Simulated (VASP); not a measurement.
Runs of VASP 6.6.1 on B3As5. The structure is that of space group P4/mmm (No. 123), or close to it. The cells are those of the table. 

| cell | k mesh | gap on the mesh (eV) | pressure (GPa) | largest force (eV/Å) |
| --- | --- | --- | --- | --- |
| a = 4.173, b = 4.173, c = 7.548 Å, 8 atoms | 3 × 3 × 3 | none | 0.2 | 0.05 |
| a = 6.485, b = 6.485, c = 3.222 Å, 8 atoms | 3 × 3 × 4 | none | 0.4 | 0.03 |
| a = 5.087, b = 5.087, c = 4.871 Å, 8 atoms | 3 × 3 × 4 | none | 0.2 | - |
| a = 4.904, b = 4.904, c = 5.036 Å, 8 atoms | 3 × 3 × 3 | none | (a) | - |

Alike in all rows: task single point; level PBE; potentials or basis VASP PAW PBE potentials, release 64 (B, As); no spin polarisation; cutoff (eV) 500; smearing gaussian 0.2 eV.

Question: Estimate the missing entries.

Answer: (a) 0.1.

Caveats: all runs use coarse meshes.

A k mesh can miss the band edges, and the runs leave out spin-orbit coupling on As.

A gap of «none» marks levels without a gap at the run's occupations.
